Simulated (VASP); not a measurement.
Wanted: the native input for a VASP 6.6.1 run.

* Task: single point
* Functional: PBEsol
* Potentials or basis: VASP PAW PBE potentials, release 64 (Li_sv, Br)
* Cutoff: 750 eV
* k mesh: 5 × 5 × 5
* Occupations: gaussian, width 0.01 eV
* Spin: no spin polarisation
* Dipole correction: no
* Further INCAR settings: ALGO = Normal; EDIFF = 1e-06; NBANDS = 12

The structure of LiBr lies in POSCAR:

```
LiBr
1.0
    0.0000000000      2.7072062857      2.7072062857
    2.7072062857      0.0000000000      2.7072062857
    2.7072062857      2.7072062857      0.0000000000
Li Br
1 1
Direct
    0.0000000000      0.0000000000      0.0000000000
    0.5000000000      0.5000000000      0.5000000000
```

These files were run (other wordings do the same):

INCAR

```
SYSTEM = LiBr
ALGO = Normal ; EDIFF = 1E-6
ENCUT = 750 ; GGA = PS
GGA_COMPAT = .False. ; ISIF = 2
ISMEAR = 0 ; LASPH = .True.
LCHARG = .False. ; LREAL = .False.
LWAVE = .False. ; NBANDS = 12
NELM = 120 ; PREC = Accurate
SIGMA = 0.01
```

KPOINTS

```
k-points
0
Gamma
  5 5 5
  0 0 0
```

Potentials or basis: VASP PAW PBE potentials, release 64 (Li_sv, Br).

Launch:

```sh
$ cat potpaw_PBE.64/Li_sv/POTCAR potpaw_PBE.64/Br/POTCAR > POTCAR
$ mpirun -np 1 vasp_std > vasp.out
```

It gave:

| Property | Result |
| --- | --- |
| Pressure | 0.0 GPa |
| Band gap on the k mesh | 4.98 eV, direct |

Caveat: the PAW data sets were made with another functional, which shifts forces and pressure a little.

Wall time 12 s on 1 thread of Intel Xeon 8259CL (shared host), peak memory 0.2 GiB.
